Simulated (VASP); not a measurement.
# SiGe3 (R-3m) in VASP: single point with LDA

Aim: the single point of SiGe3 with LDA.

Everything below comes from runs of VASP 6.6.1. Logs are shortened: lines on timing, memory, paths and dates and some standing lists are left out, and cuts for length are marked.

### 1 The cell of the first run

Symmetry: R-3m, No. 166, trigonal system. The conventional cell has a = 7.861 Å, b = 7.861 Å, c = 9.627 Å, α = 90.00°, β = 90.00°, γ = 120.00°. Si (site symmetry 3m) has 1 Si at 2.36 Å and 3 Ge at 2.39 Å within 3.1 Å. Ge (site symmetry m) has 1 Si at 2.39 Å and 3 Ge at 2.42 Å within 3.2 Å.

### 2 Single point, LDA

File INCAR:

```
SYSTEM = SiGe3
ALGO     = Normal         ! electronic algorithm
EDIFF    = 1E-6           ! SCF threshold, eV
ENCUT    = 520            ! plane-wave cutoff, eV
ISIF     = 2              ! what is computed and relaxed
ISMEAR   = 0              ! smearing method
LASPH    = .True.         ! aspherical terms in the spheres
LCHARG   = .True.         ! write CHGCAR
LELF     = .True.         ! ELF
LREAL    = .False.        ! projectors in reciprocal space
LVHAR    = .True.       
LWAVE    = .False.        ! write WAVECAR
NBANDS   = 56             ! bands
NELM     = 100            ! most SCF steps
PREC     = Accurate       ! precision mode
SIGMA    = 0.02           ! smearing width, eV
```

File KPOINTS:

```
k-points
0
Gamma
  6 6 6
  0 0 0
```

File POSCAR:

```
SiGe3
1.0
    5.5582461332      0.0000000000      0.0000000000
    0.0000000000      5.5582461332      0.0000000000
    0.0000000000      0.0000000000      5.5582461332
Si Ge
2 6
Direct
   -0.0025383064      0.0025383064     -0.0025383064
    0.7525383064      0.2474616936      0.7525383064
   -0.0027338819      0.4972633082      0.5027366918
    0.5027366918      0.0027338819      0.5027366918
    0.5027366918      0.4972633082     -0.0027338819
    0.2472633082      0.2472661181      0.2472633082
    0.2472633082      0.7527366918      0.7527338819
    0.7527338819      0.7527366918      0.2472633082
```

Potentials or basis: VASP PAW LDA potentials, release 64 (Si, Ge_d).

Run with:

```bash
$ cat potpaw_LDA.64/Si/POTCAR potpaw_LDA.64/Ge_d/POTCAR > POTCAR
$ mpirun -np 1 vasp_std > vasp.out
```

OUTCAR:

```text
SYSTEM = SiGe3
   EDIFF = 1E-6
   ENCUT = 520
   ISIF = 2
   ISMEAR = 0
   LASPH = .True.
   LREAL = .False.
   NELM = 100
   PREC = Accurate

 ion  position               nearest neighbor table
   1  0.997  0.003  0.997-   2 2.36   7 2.39   6 2.39   8 2.39
   2  0.753  0.247  0.753-   1 2.36   5 2.39   4 2.39   3 2.39
   3  0.997  0.497  0.503-   2 2.39   6 2.42   7 2.42   8 2.42
   4  0.503  0.003  0.503-   2 2.39   7 2.42   8 2.42   6 2.42
   5  0.503  0.497  0.997-   2 2.39   6 2.42   8 2.42   7 2.42
   6  0.247  0.247  0.247-   1 2.39   3 2.42   5 2.42   4 2.42
   7  0.247  0.753  0.753-   1 2.39   3 2.42   4 2.42   5 2.42
   8  0.753  0.753  0.247-   1 2.39   4 2.42   5 2.42   3 2.42

  LATTYP: Found a simple cubic cell.
 ALAT       =     5.5582461332

  Lattice vectors:

 A1 = (   5.5582461332,   0.0000000000,   0.0000000000)
 A2 = (   0.0000000000,   5.5582461332,   0.0000000000)
 A3 = (   0.0000000000,   0.0000000000,   5.5582461332)

Analysis of symmetry for initial positions (statically):
=====================================================================
 Subroutine PRICEL returns:
 Original cell was already a primitive cell.

 Routine SETGRP: Setting up the symmetry group for a
 simple cubic supercell.

 Subroutine GETGRP returns: Found 12 space group operations
 (whereof  6 operations were pure point group operations)
 out of a pool of 48 trial point group operations.

The static configuration has the point symmetry C_3v.
 The point group associated with its full space group is D_3d.

Analysis of symmetry for dynamics (positions and initial velocities):
=====================================================================
 Subroutine PRICEL returns:
 Original cell was already a primitive cell.

 Routine SETGRP: Setting up the symmetry group for a
 simple cubic supercell.

 Subroutine GETGRP returns: Found 12 space group operations
 (whereof  6 operations were pure point group operations)
 out of a pool of 48 trial point group operations.

The dynamic configuration has the point symmetry C_3v.
 The point group associated with its full space group is D_3d.

 Subroutine INISYM returns: Found 12 space group operations
 (whereof  6 operations are pure point group operations),
 and found     1 'primitive' translations

[... 105 lines left out ...]
   NELM   =    100;   NELMIN=  2; NELMDL= -5     # of ELM steps
   EDIFF  = 0.1E-05   stopping-criterion for ELM
   LREAL  =      F    real-space projection
   EDIFFG = 0.1E-04   stopping-criterion for IOM
   NSW    =      0    number of steps for IOM
   IBRION =     -1    ionic relax: 0-MD 1-quasi-New 2-CG
   NFREE  =      0    steps in history (QN), initial steepest desc. (CG)
   ISIF   =      2    stress and relaxation
   ISYM   =      2    0-nonsym 1-usesym 2-fastsym
   POTIM  = 0.5000    time-step for ionic-motion
   TEBEG  =    0.0;   TEEND  =   0.0 temperature during run
   PSTRESS=    0.0 pullay stress
   NELECT =      92.0000    total number of electrons
   NUPDOWN=      -1.0000    fix difference up-down
   EMIN   =  10.00;   EMAX   =-10.00  energy-range for DOS
   EFERMI =   0.00;   METHOD = LEGACY
   ISMEAR =     0;   SIGMA  =   0.02  broadening in eV -4-tet -1-fermi 0-gaus
   EFERMI_NEDOS =   21; number of points for ismear=-14 and -15
   IALGO  =     38    algorithm
   IMIX   =      4    mixing-type and parameters
     AMIX     =   0.40;   BMIX     =  1.00
     AMIX_MAG =   1.60;   BMIX_MAG =  1.00
  volume/ion in A,a.u.               =      21.46       144.85
  Fermi-wavevector in a.u.,A,eV,Ry     =   1.329637  2.512649 24.054200  1.767934
  Thomas-Fermi vector in A             =   2.458784
   LORBIT       =      0    0 simple, 1 ext, 2 COOP (PROOUT), +10 PAW based schemes
   GGA     = CA    functional components
   LHFCALC =     F    Hartree Fock is set to
   AEXX    =    0.0000 exact exchange contribution
   IVDW    =     0    specifies the selected vdW correction
   LEPSILON=     F    determine dielectric tensor
   LRPA    =     F    only Hartree local field effects (RPA)
 non-spin polarized calculation
 Gauss-broadening in eV      SIGMA  =   0.02
  energy-cutoff  :      520.00
  volume of cell :      171.72
 maximum number of plane-waves:      4680
 NGX is ok and might be reduce to    42
   NGX = 21   NGY = 21   NGZ = 21

 number of electron      92.0000004 magnetization

 Free energy of the ion-electron system (eV)
  ---------------------------------------------------
  ext. energy  EPLUGINS =         0.00000000
  ---------------------------------------------------
  free energy    TOTEN  =       -43.03666228 eV

  energy without entropy =      -43.03666228  energy(sigma->0) =      -43.03666228

 E-fermi :   5.2973     XC(G=0): -10.2442

 val. band max:        5.1894578669   @ k =   0.0000   0.0000   0.0000
 cond. band min:       5.4374130386   @ k =   0.5000   0.5000   0.5000
 fundamental gap:      0.2479551717
 Fermi energy:         5.2973052634

 k-point     1 :       0.0000    0.0000    0.0000
  band No.  band energies     occupation
      1     -19.6714      2.00000
      2     -19.6649      2.00000
      3     -19.6649      2.00000
      4     -19.6565      2.00000
      5     -19.6115      2.00000
      6     -19.6115      2.00000
[... 1405 lines left out ...]
     55       9.8880      0.00000
     56       9.9490      0.00000

 [... further k-points ...]
[... 5 lines left out ...]
  --------------------------------------------------------------------------------------
  -------------------------------------------------------------------------------------
  Total        0.1001822      0.1001822      0.1001822      0.0256339      0.0256339     -0.0256339
  in kB        0.9347335      0.9347335      0.9347335      0.2391729      0.2391729     -0.2391729
  external PRESSURE =       0.9347335 kB  Pullay stress =       0.0000000 kB

 VOLUME and BASIS-vectors are now :
 -----------------------------------------------------------------------------
  energy-cutoff  :      520.00
  volume of cell :      171.72
      direct lattice vectors                 reciprocal lattice vectors
     5.558246133  0.000000000  0.000000000     0.179912867  0.000000000  0.000000000
     0.000000000  5.558246133  0.000000000     0.000000000  0.179912867  0.000000000
     0.000000000  0.000000000  5.558246133     0.000000000  0.000000000  0.179912867

 POSITION                                       TOTAL-FORCE (eV/Angst)
 -----------------------------------------------------------------------------------
      5.54414      0.01411      5.54414        -0.002692      0.002692     -0.002692
      4.18279      1.37545      4.18279         0.002692     -0.002692      0.002692
      5.54305      2.76391      2.79433        -0.004882     -0.005246      0.005246
      2.79433      0.01520      2.79433         0.005246      0.004882      0.005246
      2.79433      2.76391      5.54305         0.005246     -0.005246     -0.004882
      1.37435      1.37437      1.37435        -0.005246     -0.004882     -0.005246
      1.37435      4.18390      4.18388        -0.005246      0.005246      0.004882
      4.18388      4.18390      1.37435         0.004882      0.005246     -0.005246
 -----------------------------------------------------------------------------------
    total drift:                                0.000000      0.000000      0.000000

  FREE ENERGIE OF THE ION-ELECTRON SYSTEM (eV)
  ---------------------------------------------------
  free  energy   TOTEN  =       -43.0366622796 eV

  energy  without entropy=      -43.0366622796  energy(sigma->0) =      -43.03666228
```

OSZICAR:

```text
N       E                     dE             d eps       ncg     rms          rms(c)
DAV:   1     0.109151941282E+04    0.10915E+04   -0.42615E+04  4408   0.411E+03
DAV:   2     0.174147284634E+03   -0.91737E+03   -0.88323E+03  3584   0.111E+03
DAV:   3    -0.268069182803E+02   -0.20095E+03   -0.19491E+03  3848   0.256E+02
DAV:   4    -0.433944376231E+02   -0.16588E+02   -0.16443E+02  4208   0.814E+01
DAV:   5    -0.438465952433E+02   -0.45216E+00   -0.45182E+00  4112   0.158E+01    0.776E+00
DAV:   6    -0.433008468605E+02    0.54575E+00   -0.36069E-01  4400   0.312E+00    0.443E+00
DAV:   7    -0.430332161224E+02    0.26763E+00   -0.44017E-01  3952   0.267E+00    0.343E-01
DAV:   8    -0.430362216006E+02   -0.30055E-02   -0.39525E-02  4168   0.135E+00    0.255E-01
DAV:   9    -0.430366207946E+02   -0.39919E-03   -0.22070E-03  4512   0.179E-01    0.973E-02
DAV:  10    -0.430366383884E+02   -0.17594E-04   -0.10678E-04  4328   0.513E-02    0.469E-02
DAV:  11    -0.430366627863E+02   -0.24398E-04   -0.24608E-05  3232   0.231E-02    0.727E-03
DAV:  12    -0.430366622796E+02    0.50672E-06   -0.21252E-06  3200   0.870E-03
   1 F= -.43036662E+02 E0= -.43036662E+02  d E =-.122953E-16
```

It took 2.6 min on 1 thread of Intel Xeon Platinum 8375C at 2.90GHz (Ice Lake), shared host; peak memory 0.34 GiB.

What came out:

```
Free energy            : -43.0367 eV
Pressure               : 0.1 GPa
Largest force          : 0.009 eV/Å
Band gap on the k mesh : 0.25 eV (least direct gap 0.45 eV)
```

Forces on the atoms (eV/Å):
```
Si  -0.003  0.003 -0.003
Si   0.003 -0.003  0.003
Ge  -0.005 -0.005  0.005
Ge   0.005  0.005  0.005
Ge   0.005 -0.005 -0.005
Ge  -0.005 -0.005 -0.005
Ge  -0.005  0.005  0.005
Ge   0.005  0.005 -0.005
```

A k mesh can miss the band edges.
